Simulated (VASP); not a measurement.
AlRu: relaxation of cell and atoms with PBEsol

Crystal: AlRu.

```
Al Ru
1.0
     2.96358    0.00000    0.00000
     0.00000    2.96358    0.00000
     0.00000    0.00000    2.96358
Al Ru
1 1
Direct
  0.00000 0.00000 0.00000
  0.50000 0.50000 0.50000
```

```yaml
Program: VASP 6.6.1
Task: relaxation of cell and atoms
Functional: PBEsol
Potentials_or_basis: VASP PAW PBE potentials, release 64 (Al, Ru_pv)
Cutoff: 500 eV
k_mesh: 14 × 14 × 14
Occupations: gaussian, width 0.1 eV
Spin: no spin polarisation
Dipole_correction: no
Further_INCAR_settings: ALGO = Normal; EDIFF = 1e-07; IBRION = 2; EDIFFG = -0.01; NSW = 80; ISIF = 3
```

| Property | Result |
| --- | --- |
| Relaxed volume | 13.19 Å³/atom |
| Relaxed cell | a = 2.977 Å, b = 2.977 Å, c = 2.977 Å, α = 90.00°, β = 90.00°, γ = 90.00° |
| Space group after relaxing (to 0.05 Å) | Pm-3m (No. 221) |
| Energy gained by relaxing | 1.6 meV/atom |
| Ionic steps | 3 |
| Pressure after relaxing | 0.0 GPa |

The path:
```csv
step,energy change (eV),largest force (eV/Å),pressure (GPa),volume (Å³)
1,0.0000,0.0000,3.00,26.03
2,0.0053,0.0000,-4.57,26.96
3,-0.0032,0.0000,-0.01,26.38
```

Final structure:
```
Al Ru
1.0
     2.97675    0.00000    0.00000
     0.00000    2.97675    0.00000
     0.00000    0.00000    2.97675
Al Ru
1 1
Direct
  0.00000 0.00000 0.00000
  0.50000 0.50000 0.50000
```

Levels at points of the mesh, in eV from the Fermi level:
```csv
k point,band 7,band 8,band 9,band 10,band 11,band 12
"(0.00, 0.00, 0.00)",0.20,0.20,0.20,6.15,6.15,6.15
"(0.50, 0.00, 0.00)",-1.63,-1.63,0.46,2.34,7.44,11.08
"(0.50, 0.50, 0.00)",-1.38,-1.19,-1.19,1.57,5.38,6.43
"(0.50, 0.50, 0.50)",1.67,1.67,2.69,4.14,4.14,4.14
```

It took 84 s on 1 thread of Intel Xeon 8259CL, with other jobs on the host, peak memory 0.17 GiB.

Caveat: the PAW data sets were made with another functional, which shifts forces and pressure a little. Zero-point motion and thermal expansion aren't in these numbers.
